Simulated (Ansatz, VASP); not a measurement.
# PbSe: VASP beside Ansatz

File POSCAR:

```
PbSe
1.0
    0.0000000000      3.0269281751      3.0269281751
    3.0269281751      0.0000000000      3.0269281751
    3.0269281751      3.0269281751      0.0000000000
Pb Se
1 1
Direct
    0.0000000000      0.0000000000      0.0000000000
    0.5000000000      0.5000000000      0.5000000000
```

File INCAR.step1:

```
PREC     = Accurate       # precision mode
ENCUT    = 520            # plane-wave cutoff, eV
ISMEAR   = 0              # smearing method
SIGMA    = 0.01           # smearing width, eV
LREAL    = F              # projectors in reciprocal space
LASPH    = T              # aspherical terms in the spheres
NELM     = 80             # most SCF steps
NBANDS   = 17             # bands
GGA      = PE             # functional
ALGO     = Normal         # electronic algorithm
EDIFF    = 1E-4           # SCF threshold, eV
LWAVE    = T              # write WAVECAR
LCHARG   = F              # write CHGCAR
```

INCAR.step2

```
PREC     = Accurate       # precision mode
ENCUT    = 520            # plane-wave cutoff, eV
EDIFF    = 1E-6           # SCF threshold, eV
ISMEAR   = 0              # smearing method
SIGMA    = 0.01           # smearing width, eV
LREAL    = F              # projectors in reciprocal space
LASPH    = T              # aspherical terms in the spheres
NELM     = 80             # most SCF steps
ALGO     = Normal         # electronic algorithm
ISIF     = 2              # what is computed and relaxed
LWAVE    = F              # write WAVECAR
LCHARG   = T              # write CHGCAR
METAGGA  = R2SCAN         # meta-GGA
LMIXTAU  = T            
LELF     = T              # ELF
LVHAR    = T            
NBANDS   = 17             # bands
ISTART   = 1
```

File KPOINTS:

```
Automatic mesh
0
Gamma
  8 8 8
```

Input for Ansatz:

```yaml
crystal:
  lattice:
    - [0.0, 3.0269281751, 3.0269281751]
    - [3.0269281751, 0.0, 3.0269281751]
    - [3.0269281751, 3.0269281751, 0.0]
  atoms:
    - { symbol: Pb, position: [0.0, 0.0, 0.0] }
    - { symbol: Se, position: [0.5, 0.5, 0.5] }
kpoints:
  mp_grid: { grid: [8, 8, 8] }
  band_path:
    path:
      - [0.0, 0.0, 0.0]
      - [0.5, 0.0, 0.5]
      - [0.625, 0.25, 0.625]
      - [0.375, 0.375, 0.75]
      - [0.5, 0.5, 0.5]
      - [0.5, 0.25, 0.75]
      - [0.0, 0.0, 0.5]
    npoints: 1
hamiltonian:
  xc: r2scan
scf:
  occupations: { method: fixed }
  n_extra_bands: 4
output:
  forces: true
  stress: true
  eigenvalues: true
  write_density: true
  write_potential: true
  elf: true
  volumetric_format: npy
```

Change from the starting cell: hydrostatic strain -2.0%.

Alike in both runs: task single point; functional r2SCAN; k mesh 8 × 8 × 8; no spin polarisation.

```csv
,VASP,Ansatz
version,VASP 6.6.1,Ansatz 0.2.0
potentials or method,"VASP PAW PBE potentials, release 64 (Pb_d, Se)","plane waves, PAW"
plane-wave cutoff (eV),520,500
occupations,"gaussian, width 0.01 eV",fixed
valence electrons in the cell,20,30
```

VASP gave:

```
gap on the k mesh at the Fermi level (eV) : 0.46
pressure (GPa)                            : 3.6
```

Estimate Ansatz's values.

gap on the k mesh at the Fermi level (eV): 0.45; pressure (GPa): 3.6.

VASP's potentials were made for PBE, not for r2SCAN. VASP's potentials hold 20 valence electrons a cell and Ansatz's 30, so a difference there can come from the potentials and not from the codes.

Spin-orbit coupling is off throughout.
